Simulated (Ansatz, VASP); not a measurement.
**AlRu in VASP and in Ansatz**

INCAR

```
PREC = Accurate
ENCUT = 520
EDIFF = 1E-6
ISMEAR = 0
SIGMA = 0.15
LREAL = F
LASPH = T
NELM = 80
ALGO = Fast
ISIF = 2
LWAVE = F
LCHARG = F
GGA = PS
NBANDS = 16
```

The input KPOINTS:

```
Automatic mesh
0
Gamma
  16 16 16
```

File POSCAR:

```
AlRu
1.0
    2.9916000000      0.0000000000      0.0000000000
    0.0000000000      2.9916000000      0.0000000000
    0.0000000000      0.0000000000      2.9018520000
Al Ru
1 1
Direct
    0.0000000000      0.0000000000      0.0000000000
    0.5000000000      0.5000000000      0.5000000000
```

Input for Ansatz:

```yaml
crystal:
  lattice:
    - [2.9916, 0.0, 0.0]
    - [0.0, 2.9916, 0.0]
    - [0.0, 0.0, 2.901852]
  atoms:
    - { symbol: Al, position: [0.0, 0.0, 0.0] }
    - { symbol: Ru, position: [0.5, 0.5, 0.5] }
basis:
  ecutwfc: 420
kpoints:
  mp_grid: { grid: [16, 16, 16] }
hamiltonian:
  xc: pbesol
scf:
  occupations: { method: gaussian, width: 0.15 }
output:
  forces: true
  stress: true
  eigenvalues: true
```

Change from the starting cell: strain -0.0300 x Voigt [0, 0, 1, 0, 0, 0], atoms carried along.

Alike in both runs: task single point; functional PBEsol; k mesh 16 × 16 × 16; occupations gaussian, width 0.15 eV; no spin polarisation.

|  | VASP | Ansatz |
| --- | --- | --- |
| version | VASP 6.6.1 | Ansatz 0.2.0 |
| potentials or method | VASP PAW PBE potentials, release 64 (Al, Ru_pv), cutoff 520 eV | scalar-relativistic, plane waves, PAW |
| valence electrons in the cell | 17 | 19 |

|  | VASP | Ansatz | Ansatz less VASP |
| --- | --- | --- | --- |
| gap on the k mesh at the Fermi level (eV) | none | none | - |
| pressure (GPa) | 3.6 | 3.6 | -0.01 |
| traceless stress, the component that is largest in VASP (GPa) | 3.88 | 3.86 | -0.020 |

VASP's potentials were made for PBE, not for PBEsol. A gap of «none» marks a metal or a gap that the smearing closes. VASP's potentials hold 17 valence electrons a cell and Ansatz's 19, so a difference there can come from the potentials and not from the codes.
